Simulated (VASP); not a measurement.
MoS2:

```
Mo S
1.0
     1.58000    0.91221    6.15000
    -1.58000    0.91221    6.15000
     0.00000   -1.82443    6.15000
Mo S
1 2
Direct
  0.00000 0.00000 0.00000
  0.41700 0.41700 0.41700
  0.25000 0.25000 0.25000
```

* Program: VASP 6.6.1
* Task: relaxation of cell and atoms
* Functional: PBEsol
* Dispersion: D3(BJ)
* Potentials or basis: VASP PAW PBE potentials, release 64 (Mo_sv, S)
* Cutoff: 600 eV
* k mesh: 10 × 10 × 10
* Occupations: fermi-dirac, width 0.05 eV
* Spin: no spin polarisation

At the start: pressure -3.1 GPa; volume 17.73 Å³/atom.

**Question.** How do energy, volume and symmetry change on relaxing?

**Answer.** Over 14 steps the energy falls by 21.9 meV/atom and the volume is 16.23 Å³/atom (-8.4 %); space group R3m (No. 160, to 0.1 Å) before and after.

Step by step:
| step | energy change (eV) | largest force (eV/Å) | pressure (GPa) | volume (Å³) |
| --- | --- | --- | --- | --- |
| 1 | 0.0000 | 0.2761 | -3.12 | 53.18 |
| 2 | -0.0112 | 0.7599 | 3.82 | 50.57 |
| 3 | -0.0205 | 0.5221 | 0.87 | 51.60 |
| 4 | -0.0291 | 0.0722 | -0.90 | 51.20 |
| 5 | -0.0305 | 0.1161 | -0.44 | 51.31 |
| 6 | -0.0389 | 0.1128 | -0.32 | 50.88 |
| 7 | -0.0574 | 0.2625 | 0.25 | 49.57 |
| 8 | -0.0419 | 0.6733 | 2.69 | 46.97 |
| 9 | -0.0611 | 0.3697 | 1.06 | 48.84 |
| 10 | -0.0654 | 0.1013 | -0.12 | 48.81 |
| 11 | -0.0655 | 0.0693 | -0.35 | 48.81 |
| 12 | -0.0657 | 0.0226 | -0.03 | 48.71 |
| 13 | -0.0657 | 0.0220 | -0.03 | 48.71 |
| 14 | -0.0658 | 0.0059 | 0.02 | 48.70 |

Final structure:
```xyz
3
Lattice="1.5577 0.8993 5.7940 -1.5577 0.8993 5.7940 0.0000 -1.7987 5.7940" Properties=species:S:1:pos:R:3 pbc="T T T"
Mo    0.0000    0.0000    0.0012
S     0.0000    0.0000    7.3555
S     0.0000    0.0000    4.2370
```

Caveat: the PAW data sets were made with another functional, which shifts forces and pressure a little.
